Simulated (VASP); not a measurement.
PbSe:

```
CELL_PARAMETERS angstrom
0.00000 3.06065 3.06065
3.06065 0.00000 3.06065
3.06065 3.06065 0.00000
ATOMIC_POSITIONS crystal
Pb 0.00000 0.00000 0.00000
Se 0.50000 0.50000 0.50000
```

Program: VASP 6.6.1. Alike in all runs: task single point; potentials or basis VASP PAW PBE potentials, release 64 (Pb_d, Se); no spin polarisation; cell as given; cutoff (eV) 520.

**Question.** Order these runs on this cell by their band gap on the k mesh, lowest first.
A. level PBE; k mesh 8 × 8 × 8; smearing gaussian 0.016 eV
B. level r2SCANh; k mesh 4 × 4 × 4; smearing fermi-dirac 0.05 eV; grid for exact exchange (PRECFOCK) Normal; share of exact exchange 0.1
C. level HF; k mesh 4 × 4 × 4; smearing fermi-dirac 0.05 eV; grid for exact exchange (PRECFOCK) Normal; share of exact exchange 1
D. level PBE0; k mesh 4 × 4 × 4; smearing fermi-dirac 0.05 eV; grid for exact exchange (PRECFOCK) Normal; share of exact exchange 0.25
E. level PBE-based screened hybrid with 25 % exact exchange; k mesh 4 × 4 × 4; smearing fermi-dirac 0.05 eV; grid for exact exchange (PRECFOCK) Normal; share of exact exchange 0.25; screening parameter 0.3 1/Å

**Answer.** A (0.29 eV), E (0.59 eV), B (0.97 eV), D (1.36 eV), C (5.33 eV).

Caveats: some runs use coarse meshes; spin-orbit coupling is left out, which moves the levels of the heavy elements.

A k mesh can miss the band edges.
